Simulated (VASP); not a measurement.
# Si (Ia-3) in VASP: further runs, part 2 of 2

VASP 6.6.1. Earlier steps stand in the parts before.

### Step 3. Single point, r2SCAN (strain -0.025 along x and y, -0.025 along z)

Input file POSCAR:

```
Si
1.0
   -3.2405241826      3.2405241826      3.2405241826
    3.2405241826     -3.2405241826      3.2405241826
    3.2405241826      3.2405241826     -3.2405241826
Si
8
Direct
    0.2013996517      0.2013996517      0.2013996517
    0.5000000000      0.0000000000      0.2986003483
    0.2986003483      0.5000000000      0.0000000000
    0.0000000000      0.2986003483      0.5000000000
    0.7986003483      0.7986003483      0.7986003483
    0.5000000000      0.0000000000      0.7013996517
    0.7013996517      0.5000000000      0.0000000000
    0.0000000000      0.7013996517      0.5000000000
```

Input file INCAR.step1:

```
SYSTEM = Si
PREC = Accurate ; ENCUT = 520
ISMEAR = 0 ; SIGMA = 0.15
LREAL = .False. ; LASPH = .True.
NELM = 60 ; NBANDS = 26
GGA = PE ; ALGO = Normal
EDIFF = 1E-4 ; LWAVE = .True.
LCHARG = .False.
```

Input file INCAR.step2:

```
SYSTEM = Si
PREC = Accurate ; ENCUT = 520
EDIFF = 1E-7 ; ISMEAR = 0
SIGMA = 0.15 ; LREAL = .False.
LASPH = .True. ; NELM = 60
ALGO = Normal ; ISIF = 2
LWAVE = .False. ; LCHARG = .False.
METAGGA = R2SCAN ; LMIXTAU = .True.
NBANDS = 26 ; ISTART = 1
```

Input file KPOINTS:

```
regular mesh
0
Gamma
  8 8 8
  0 0 0
```

Potentials or basis: VASP PAW PBE potentials, release 64 (Si).

On the command line:

```
cat potpaw_PBE.64/Si/POTCAR > POTCAR
cp INCAR.step1 INCAR
mpirun -np 1 vasp_std > vasp.out
cp INCAR.step2 INCAR
mpirun -np 1 vasp_std > vasp.out
```

OUTCAR:

```text
SYSTEM = Si
   PREC = Accurate
   ENCUT = 520
   EDIFF = 1E-7
   ISMEAR = 0
   LREAL = .False.
   LASPH = .True.
   NELM = 60
   ISIF = 2
   METAGGA = R2SCAN
   ISTART = 1

 ion  position               nearest neighbor table
   1  0.201  0.201  0.201-   5 2.26   3 2.33   2 2.33   4 2.33
   2  0.500  0.000  0.299-   6 2.26   1 2.33   4 2.33   3 2.33
   3  0.299  0.500  0.000-   7 2.26   1 2.33   4 2.33   2 2.33
   4  0.000  0.299  0.500-   8 2.26   3 2.33   1 2.33   2 2.33
   5  0.799  0.799  0.799-   1 2.26   6 2.33   7 2.33   8 2.33
   6  0.500  0.000  0.701-   2 2.26   5 2.33   7 2.33   8 2.33
   7  0.701  0.500  0.000-   3 2.26   5 2.33   8 2.33   6 2.33
   8  0.000  0.701  0.500-   4 2.26   7 2.33   6 2.33   5 2.33

  LATTYP: Found a body centered cubic cell.
 ALAT       =     6.4810483652

  Lattice vectors:

 A1 = (  -3.2405241826,   3.2405241826,   3.2405241826)
 A2 = (   3.2405241826,  -3.2405241826,   3.2405241826)
 A3 = (   3.2405241826,   3.2405241826,  -3.2405241826)

Analysis of symmetry for initial positions (statically):
=====================================================================
 Subroutine PRICEL returns:
 Original cell was already a primitive cell.

 Routine SETGRP: Setting up the symmetry group for a
 body centered cubic supercell.

 Subroutine GETGRP returns: Found 24 space group operations
 (whereof  6 operations were pure point group operations)
 out of a pool of 48 trial point group operations.

The static configuration has the point symmetry S_6 .
 The point group associated with its full space group is T_h .

Analysis of symmetry for dynamics (positions and initial velocities):
=====================================================================
 Subroutine PRICEL returns:
 Original cell was already a primitive cell.

 Routine SETGRP: Setting up the symmetry group for a
 body centered cubic supercell.

 Subroutine GETGRP returns: Found 24 space group operations
 (whereof  6 operations were pure point group operations)
 out of a pool of 48 trial point group operations.

The dynamic configuration has the point symmetry S_6 .
 The point group associated with its full space group is T_h .

 Subroutine INISYM returns: Found 24 space group operations
 (whereof  6 operations are pure point group operations),
 and found     1 'primitive' translations

----------------------------------------------------------------------------------------

                                     Primitive cell

  volume of cell :     136.1149

  direct lattice vectors                    reciprocal lattice vectors
    -3.240524183  3.240524183  3.240524183     0.000000000  0.154296025  0.154296025
     3.240524183 -3.240524183  3.240524183     0.154296025  0.000000000  0.154296025
     3.240524183  3.240524183 -3.240524183     0.154296025  0.154296025  0.000000000

  length of vectors
     5.612752527  5.612752527  5.612752527     0.218207531  0.218207531  0.218207531

  position of ions in fractional coordinates (direct lattice)
     0.201399652  0.201399652  0.201399652
     0.500000000  0.000000000  0.298600348
[... 47 lines left out ...]
  0.125000  0.000000  0.000000     12.000000
  0.250000  0.000000  0.000000     12.000000
  0.375000  0.000000  0.000000     12.000000
  0.500000  0.000000  0.000000      6.000000
  0.125000  0.125000  0.000000     24.000000
[... 16 lines left out ...]
  0.500000  0.500000  0.125000     12.000000
 -0.375000  0.500000  0.125000     24.000000
 [... further k-points ...]
   k-points           NKPTS =     35   k-points in BZ     NKDIM =     35   number of bands    NBANDS=     26
   number of dos      NEDOS =    301   number of ions     NIONS =      8
   total plane-waves  NPLWV =  74088
   dimension x,y,z NGX =    42 NGY =   42 NGZ =   42
   dimension x,y,z NGXF=    84 NGYF=   84 NGZF=   84
   ions per type =               8
   NGX,Y,Z   is equivalent  to a cutoff of  12.44, 12.44, 12.44 a.u.
   NGXF,Y,Z  is equivalent  to a cutoff of  24.88, 24.88, 24.88 a.u.
 SYSTEM =  Si
   PREC   = accura    normal or accurate (medium, high low for compatibility)
   ISTART =      1    job   : 0-new  1-cont  2-samecut
   ICHARG =      0    charge: 1-file 2-atom 10-const
   ISPIN  =      1    spin polarized calculation?
   LNONCOLLINEAR =      F non collinear calculations
   LSORBIT =      F    spin-orbit coupling
   LASPH  =      T    aspherical Exc in radial PAW
   ENCUT  =  520.0 eV  38.22 Ry    6.18 a.u.  10.44 10.44 10.44*2*pi/ulx,y,z
   NELM   =     60;   NELMIN=  2; NELMDL=  0     # of ELM steps
   EDIFF  = 0.1E-06   stopping-criterion for ELM
   LREAL  =      F    real-space projection
   EDIFFG = 0.1E-05   stopping-criterion for IOM
   NSW    =      0    number of steps for IOM
   IBRION =     -1    ionic relax: 0-MD 1-quasi-New 2-CG
   NFREE  =      0    steps in history (QN), initial steepest desc. (CG)
   ISIF   =      2    stress and relaxation
   ISYM   =      2    0-nonsym 1-usesym 2-fastsym
   POTIM  = 0.5000    time-step for ionic-motion
   TEBEG  =    0.0;   TEEND  =   0.0 temperature during run
   PSTRESS=    0.0 pullay stress
   NELECT =      32.0000    total number of electrons
   NUPDOWN=      -1.0000    fix difference up-down
   EMIN   =  10.00;   EMAX   =-10.00  energy-range for DOS
   EFERMI =   0.00;   METHOD = LEGACY
   ISMEAR =     0;   SIGMA  =   0.15  broadening in eV -4-tet -1-fermi 0-gaus
   EFERMI_NEDOS =   21; number of points for ismear=-14 and -15
   IALGO  =     38    algorithm
   IMIX   =      4    mixing-type and parameters
     AMIX     =   0.40;   BMIX     =  1.00
     AMIX_MAG =   1.60;   BMIX_MAG =  1.00
  volume/ion in A,a.u.               =      17.01       114.82
  Fermi-wavevector in a.u.,A,eV,Ry     =   1.010391  1.909363 13.890057  1.020890
  Thomas-Fermi vector in A             =   2.143378
   LORBIT       =      0    0 simple, 1 ext, 2 COOP (PROOUT), +10 PAW based schemes
   METAGGA = R2SCAN    functional components
   LHFCALC =     F    Hartree Fock is set to
   AEXX    =    0.0000 exact exchange contribution
   IVDW    =     0    specifies the selected vdW correction
   LEPSILON=     F    determine dielectric tensor
   LRPA    =     F    only Hartree local field effects (RPA)
 non-spin polarized calculation
 Gauss-broadening in eV      SIGMA  =   0.15
  energy-cutoff  :      520.00
  volume of cell :      136.11
 maximum number of plane-waves:      3700
 NGX is ok and might be reduce to    42
   NGX = 21   NGY = 21   NGZ = 21

 number of electron      31.9999997 magnetization

 Free energy of the ion-electron system (eV)
  ---------------------------------------------------
  ext. energy  EPLUGINS =         0.00000000
  ---------------------------------------------------
  free energy    TOTEN  =       -68.42062904 eV

  energy without entropy =      -68.41589777  energy(sigma->0) =      -68.41826341

 E-fermi :   7.9265     XC(G=0): -10.6911

 val. band max:        7.8325178546   @ k =   0.5000   0.5000   0.3750
 cond. band min:       7.9627381454   @ k =   0.5000   0.5000   0.3750
 fundamental gap:      0.1302202908
 Fermi energy:         7.9265117150

 k-point     1 :       0.0000    0.0000    0.0000
  band No.  band energies     occupation
      1      -5.9950      2.00000
      2      -0.9773      2.00000
      3      -0.7311      2.00000
      4      -0.7311      2.00000
      5      -0.7311      2.00000
      6       0.9365      2.00000
[... 685 lines left out ...]
     25      12.3994      0.00000
     26      12.8440      0.00000

 [... further k-points ...]

------------------------ aborting loop because EDIFF is reached ----------------------------------------

  FORCE on cell =-STRESS in cart. coord.  units (eV):
  Direction    XX          YY          ZZ          XY          YZ          ZX
  --------------------------------------------------------------------------------------
  -------------------------------------------------------------------------------------
  Total        7.6060206      7.6060206      7.6060206     -0.0000000     -0.0000000      0.0000000
  in kB       89.5287026     89.5287026     89.5287026     -0.0000000     -0.0000000      0.0000000
  external PRESSURE =      89.5287026 kB  Pullay stress =       0.0000000 kB

 VOLUME and BASIS-vectors are now :
 -----------------------------------------------------------------------------
  energy-cutoff  :      520.00
  volume of cell :      136.11
      direct lattice vectors                 reciprocal lattice vectors
    -3.240524183  3.240524183  3.240524183     0.000000000  0.154296025  0.154296025
     3.240524183 -3.240524183  3.240524183     0.154296025  0.000000000  0.154296025
     3.240524183  3.240524183 -3.240524183     0.154296025  0.154296025  0.000000000

 POSITION                                       TOTAL-FORCE (eV/Angst)
 -----------------------------------------------------------------------------------
      0.65264      0.65264      0.65264         0.233791      0.233791      0.233791
     -0.65264      2.58788      0.65264        -0.233791     -0.233791      0.233791
      0.65264     -0.65264      2.58788         0.233791     -0.233791     -0.233791
      2.58788      0.65264     -0.65264        -0.233791      0.233791     -0.233791
      2.58788      2.58788      2.58788        -0.233791     -0.233791     -0.233791
      0.65264      3.89316     -0.65264         0.233791      0.233791     -0.233791
     -0.65264      0.65264      3.89316        -0.233791      0.233791      0.233791
      3.89316     -0.65264      0.65264         0.233791     -0.233791      0.233791
 -----------------------------------------------------------------------------------
    total drift:                               -0.000000     -0.000000      0.000000

  FREE ENERGIE OF THE ION-ELECTRON SYSTEM (eV)
  ---------------------------------------------------
  free  energy   TOTEN  =       -68.4206290413 eV

  energy  without entropy=      -68.4158977726  energy(sigma->0) =      -68.41826341
```

Wall time 3.2 min (1 thread of Intel Xeon 6975P-C (Granite Rapids), shared host); peak memory 0.31 GiB.

What came out:

| Quantity | Value |
| --- | --- |
| Free energy | -68.4206 eV |
| Pressure | 9.0 GPa |
| Largest force | 0.405 eV/Å |
| Band gap on the k mesh | zero (bands 16 and 17 overlap by 0.08 eV) |

Forces on the atoms (eV/Å):
```
Si   0.234  0.234  0.234
Si  -0.234 -0.234  0.234
Si   0.234 -0.234 -0.234
Si  -0.234  0.234 -0.234
Si  -0.234 -0.234 -0.234
Si   0.234  0.234 -0.234
Si  -0.234  0.234  0.234
Si   0.234 -0.234  0.234
```

Levels at points of the mesh, in eV from the Fermi level:
```csv
k point,band 12,band 13,band 14,band 15,band 16,band 17,band 18,band 19,band 20,band 21
"(0.00, 0.00, 0.00)",-4.59,-4.59,-1.64,-1.64,-1.02,1.87,1.87,1.87,4.12,4.12
"(0.50, 0.00, 0.00)",-2.99,-2.47,-2.47,-1.54,-1.54,0.50,0.50,2.35,2.35,2.47
"(0.50, 0.50, 0.50)",-2.91,-2.91,-0.43,0.11,0.11,0.11,3.27,3.27,3.27,3.33
```

Caveat: the cell differs from its parent crystal (strain -0.025 along x and y, -0.025 along z); the cell stands under pressure; semilocal functionals underestimate gaps, and a narrow one can read as zero; the PAW data sets were made with another functional, which shifts forces and pressure a little.

The gap in the log of VASP goes by the Fermi energy; the results here count the filled bands.